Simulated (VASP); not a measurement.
Set up this calculation in VASP 6.6.1, as the native input.

* Task: single point
* Functional: PBE
* Potentials or basis: VASP PAW PBE potentials, release 64 (Ir)
* Cutoff: 520 eV
* k mesh: 12 × 12 × 8
* Occupations: gaussian, width 0.15 eV
* Spin: no spin polarisation
* Dipole correction: no
* Further INCAR settings: ALGO = Fast; EDIFF = 1e-06; NBANDS = 16

The structure of Ir lies in POSCAR:

```
Ir
1.0
    2.5077878268     -0.0597986202      0.0720654417
   -1.3056810376      2.3044141724     -0.1041479726
    0.1167821686     -0.1274568607      4.6419965885
Ir
2
Direct
    0.6389803454      0.3620789061      0.7534262406
    0.3610196546      0.6379210939      0.2465737594
```

This cell differs from its parent crystal: atoms moved at random and the cell strained at random.

One way to write it, as run:

INCAR

```
SYSTEM = Ir
PREC = Accurate
ENCUT = 520
EDIFF = 1E-6
ISMEAR = 0
SIGMA = 0.15
LREAL = .False.
LASPH = .True.
NELM = 60
ALGO = Fast
ISIF = 2
LWAVE = .False.
LCHARG = .True.
GGA = PE
LELF = .True.
LVHAR = .True.
NBANDS = 16
```

KPOINTS

```
Automatic mesh
0
Gamma
  12 12 8
  0 0 0
```

Potentials or basis: VASP PAW PBE potentials, release 64 (Ir).

Run with:

```sh
$ cat potpaw_PBE.64/Ir/POTCAR > POTCAR
$ mpirun -np 1 vasp_std > vasp.out
```

It gave:

The pressure is 55.9 GPa, the largest force is 1.593 eV/Å and the band gap on the k mesh is zero (bands 9 and 10 overlap by 3.99 eV).

Caveat: the cell differs from its parent crystal (atoms moved at random and the cell strained at random); the stress differs along the axes, from 22 to 91 GPa; spin-orbit coupling is left out, which moves the levels of the heavy elements; forces of over 1 eV/Å act on the atoms, so gaps and moduli don't describe the material at rest.

Wall time 8.7 min on 1 thread of Intel Xeon 8259CL (shared host), peak memory 0.32 GiB.
